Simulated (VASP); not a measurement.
# GaAs (F-43m) in VASP: vibrations by perturbation theory with LDA

Aim: the vibrations by perturbation theory of GaAs with LDA.

Everything below comes from runs of VASP 6.6.1. Logs are shortened: lines on timing, memory, paths and dates and some standing lists are left out, and cuts for length are marked.

## (1) The cell of the first run

Symmetry: F-43m, No. 216, cubic system. The conventional cell has a = 5.603 Å, b = 5.603 Å, c = 5.603 Å, α = 90.00°, β = 90.00°, γ = 90.00°. Within 3.2 Å of Ga (site symmetry -43m) lie 4 As at 2.43 Å. As (site symmetry -43m) has 4 Ga at 2.43 Å within 3.2 Å.

## (2) Vibrations by perturbation theory, LDA

INCAR reads:

```
SYSTEM = GaAs
  PREC = Accurate
  ENCUT = 520
  EDIFF = 1E-8
  ISMEAR = 0
  SIGMA = 0.01
  LREAL = .False.
  LASPH = .True.
  NELM = 80
  ALGO = Normal
  ISIF = 2
  LWAVE = .False.
  LCHARG = .True.
  GGA = CA
  NBANDS = 16
  IBRION = 8
  NSW = 1
```

KPOINTS reads:

```
regular mesh
0
Gamma
  10 10 10
  0 0 0
```

POSCAR reads:

```
GaAs
1.0
    0.0000000000      2.8015378761      2.8015378761
    2.8015378761      0.0000000000      2.8015378761
    2.8015378761      2.8015378761      0.0000000000
Ga As
1 1
Direct
    0.0000000000      0.0000000000      0.0000000000
    0.7500000000      0.7500000000      0.7500000000
```

Potentials or basis: VASP PAW LDA potentials, release 64 (Ga_d, As).

The run is started by

```sh
$ cat potpaw_LDA.64/Ga_d/POTCAR potpaw_LDA.64/As/POTCAR > POTCAR
$ mpirun -np 1 vasp_std > vasp.out
```

OUTCAR:

```text
SYSTEM = GaAs
   PREC = Accurate
   ENCUT = 520
   EDIFF = 1E-8
   ISMEAR = 0
   LREAL = .False.
   LASPH = .True.
   NELM = 80
   ISIF = 2
   GGA = CA
   IBRION = 8
   NSW = 1

 ion  position               nearest neighbor table
   1  0.000  0.000  0.000-   2 2.43   2 2.43   2 2.43   2 2.43
   2  0.750  0.750  0.750-   1 2.43   1 2.43   1 2.43   1 2.43

  LATTYP: Found a face centered cubic cell.
 ALAT       =     5.6030757522

  Lattice vectors:

 A1 = (   0.0000000000,   2.8015378761,   2.8015378761)
 A2 = (   2.8015378761,   0.0000000000,   2.8015378761)
 A3 = (   2.8015378761,   2.8015378761,   0.0000000000)

Analysis of symmetry for initial positions (statically):
=====================================================================
 Subroutine PRICEL returns:
 Original cell was already a primitive cell.

 Routine SETGRP: Setting up the symmetry group for a
 face centered cubic supercell.

 Subroutine GETGRP returns: Found 24 space group operations
 (whereof 24 operations were pure point group operations)
 out of a pool of 48 trial point group operations.

The static configuration has the point symmetry T_d .

Analysis of symmetry for dynamics (positions and initial velocities):
=====================================================================
 Subroutine PRICEL returns:
 Original cell was already a primitive cell.

 Routine SETGRP: Setting up the symmetry group for a
 face centered cubic supercell.

 Subroutine GETGRP returns: Found 24 space group operations
 (whereof 24 operations were pure point group operations)
 out of a pool of 48 trial point group operations.

The dynamic configuration has the point symmetry T_d .

 Subroutine INISYM returns: Found 24 space group operations
 (whereof 24 operations are pure point group operations),
 and found     1 'primitive' translations

----------------------------------------------------------------------------------------

[... 617 lines left out ...]

 VOLUME and BASIS-vectors are now :
 -----------------------------------------------------------------------------
  energy-cutoff  :      520.00
  volume of cell :       43.98
      direct lattice vectors                 reciprocal lattice vectors
     0.000000000  2.801537876  2.801537876    -0.178473404  0.178473404  0.178473404
     2.801537876  0.000000000  2.801537876     0.178473404 -0.178473404  0.178473404
     2.801537876  2.801537876  0.000000000     0.178473404  0.178473404 -0.178473404

 POSITION                                       TOTAL-FORCE (eV/Angst)
 -----------------------------------------------------------------------------------
      0.00000      0.00000      0.00000         0.000000      0.000000      0.000000
      4.20231      4.20231      4.20231        -0.000000     -0.000000     -0.000000
 -----------------------------------------------------------------------------------
    total drift:                                0.000001      0.000001      0.000000

  FREE ENERGIE OF THE ION-ELECTRON SYSTEM (eV)
  ---------------------------------------------------
  free  energy   TOTEN  =        -9.6410089184 eV

  energy  without entropy=       -9.6410089184  energy(sigma->0) =       -9.64100892

[... ionic steps 2 to 3 ...]

--------------------------------------- Ionic step        4  -------------------------------------------

------------------------ aborting loop because EDIFF is reached ----------------------------------------

[... ionic steps 5 to 6 ...]

--------------------------------------- Ionic step        7  -------------------------------------------

 Free energy of the ion-electron system (eV)
  ---------------------------------------------------
  ---------------------------------------------------
  free energy    TOTEN  =        -0.04453324 eV

  energy without entropy =       -0.04453324

------------------------ aborting loop because EDIFF is reached ----------------------------------------

 INTERNAL STRAIN TENSOR  FOR ION    2  DIRECTION 1   (eV/Angst):
 -----------------------------------------------------------------------------
    -0.00777  0.00000  0.00000
     0.00000  0.00544  7.44502
     0.00000  7.44502  0.00544

 INTERNAL STRAIN TENSOR FOR ION    2 for displacements in x,y,z  (eV/Angst):
          X           Y           Z          XY          YZ          ZX
  --------------------------------------------------------------------------------
  x     0.00000     0.00000     0.00000     0.00000     7.44502     0.00000
  y    -0.00000     0.00000    -0.00000     0.00000     0.00000     7.44502
  z     0.00000     0.00000     0.00000     7.44502     0.00000     0.00000

 SECOND DERIVATIVES (NOT SYMMETRIZED)
 ------------------------------------
               1X          1Y          1Z          2X          2Y          2Z
  1X    -9.780492    0.000000    0.000000    9.780492    0.000000    0.000000
  1Y     0.000000   -9.780492    0.000000    0.000000    9.780492    0.000000
  1Z     0.000000    0.000000   -9.780492    0.000000    0.000000    9.780492
  2X     9.724377    0.000000    0.000000   -9.724377    0.000000    0.000000
  2Y     0.000000    9.724377    0.000000    0.000000   -9.724377    0.000000
  2Z     0.000000    0.000000    9.724377    0.000000    0.000000   -9.724377

 Eigenvectors and eigenvalues of the dynamical matrix
 ----------------------------------------------------

   1 f  =    8.124360 THz    51.046857 2PiTHz  270.999469 cm-1    33.599637 meV
             X         Y         Z           dx          dy          dz
      0.000000  0.000000  0.000000    -0.192566    0.521582    0.458561
      4.202307  4.202307  4.202307     0.185231   -0.501714   -0.441094
[... 21 lines left out ...]
   6 f/i=    0.011678 THz     0.073375 2PiTHz    0.389537 cm-1     0.048296 meV
             X         Y         Z           dx          dy          dz
      0.000000  0.000000  0.000000    -0.219452   -0.452847    0.476826
      4.202307  4.202307  4.202307    -0.228142   -0.470779    0.495708

--------------------------------------------------------------------------------------------------------

 ELASTIC MODULI CONTR FROM IONIC RELAXATION (kBar)
 Direction    XX          YY          ZZ          XY          YZ          ZX
 --------------------------------------------------------------------------------
 XX          -0.0000     -0.0000     -0.0000     -0.0000     -0.0000      0.0000
 YY          -0.0000     -0.0000     -0.0000     -0.0000     -0.0000     -0.0000
 ZZ          -0.0000     -0.0000     -0.0000     -0.0000     -0.0000      0.0000
 XY          -0.0000     -0.0000     -0.0000   -205.2430     -0.0000     -0.0000
 YZ          -0.0000     -0.0000     -0.0000     -0.0000   -205.2430      0.0000
 ZX           0.0000     -0.0000      0.0000     -0.0000      0.0000   -205.2430
 --------------------------------------------------------------------------------
```

It took 13 min on 1 thread of AMD EPYC 7R13, shared host; peak memory 0.38 GiB.

What came out:

* Highest phonon frequency at Γ, LO-TO splitting left out: 271 cm⁻¹

Phonon frequencies in cm⁻¹ (negative: imaginary):
```csv
q point,frequencies
"(0.000, 0.000, 0.000)",0 0 0 271 271 271
```
